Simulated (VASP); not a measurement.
Here is a VASP 6.6.1 calculation.

File INCAR:

```
PREC = Accurate
ENCUT = 520
EDIFF = 1E-8
ISMEAR = -1
SIGMA = 0.05
LREAL = False
LASPH = True
NELM = 60
ALGO = Normal
ISIF = 2
LWAVE = False
LCHARG = False
GGA = PE
LEFG = True
NBANDS = 16
```

KPOINTS

```
Automatic mesh
0
Gamma
  9 9 9
```

Contents of POSCAR:

```
GaSb
1.0
    0.0000000000      3.1189956238      3.1189956238
    3.1189956238      0.0000000000      3.1189956238
    3.1189956238      3.1189956238      0.0000000000
Ga Sb
1 1
Direct
    0.0000000000      0.0000000000      0.0000000000
    0.7500000000      0.7500000000      0.7500000000
```

Potentials or basis: VASP PAW PBE potentials, release 64 (Ga_d, Sb).

Run with:

```bash
$ cat potpaw_PBE.64/Ga_d/POTCAR potpaw_PBE.64/Sb/POTCAR > POTCAR
$ mpirun -np 1 vasp_std > vasp.out
```

(1) Predict the pressure.

(2) What does it give for the band gap on the k mesh?

Results:

(1) -0.4 GPa.

(2) zero (filled and empty bands touch).

Caveat: without QUAD_EFG the Cq values of the log hold for a quadrupole moment of 1 mb, not for the nuclei; spin-orbit coupling is left out, which moves the levels of the heavy elements.
